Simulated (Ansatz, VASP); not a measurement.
**WS2: VASP beside Ansatz**

```
CELL_PARAMETERS angstrom
3.12394 0.00000 0.00000
-1.56197 2.70541 0.00000
0.00000 0.00000 16.93754
ATOMIC_POSITIONS crystal
W 0.33333 0.66667 0.00000
S 0.66667 0.33333 0.90715
S 0.66667 0.33333 0.09285
```

Alike in both runs: functional PBEsol; dispersion D3(BJ); k mesh 12 × 12 × 2; occupations gaussian, width 0.02 eV; no spin polarisation.

Ansatz relaxed the structure, and its values are those at the end. VASP's run is a single point on that final structure, the one shown.

|  | VASP | Ansatz |
| --- | --- | --- |
| version | VASP 6.6.1 | Ansatz 0.2.0 |
| potentials or method | VASP PAW PBE potentials, release 64 (W_sv, S), cutoff 520 eV | scalar-relativistic, plane waves, PAW |
| valence electrons in the cell | 26 | 26 |

```csv
,VASP,Ansatz,Ansatz less VASP
gap on the k mesh at the Fermi level (eV),1.99,1.99,0.000
least direct gap on the mesh (eV),2.04,2.04,-0.004
rms of the force components (eV/Å),0.008,0.002,-0.0064
```

VASP's potentials were made for PBE, not for PBEsol, and Ansatz warns of the same on its side.

Neither program's run includes spin-orbit coupling.
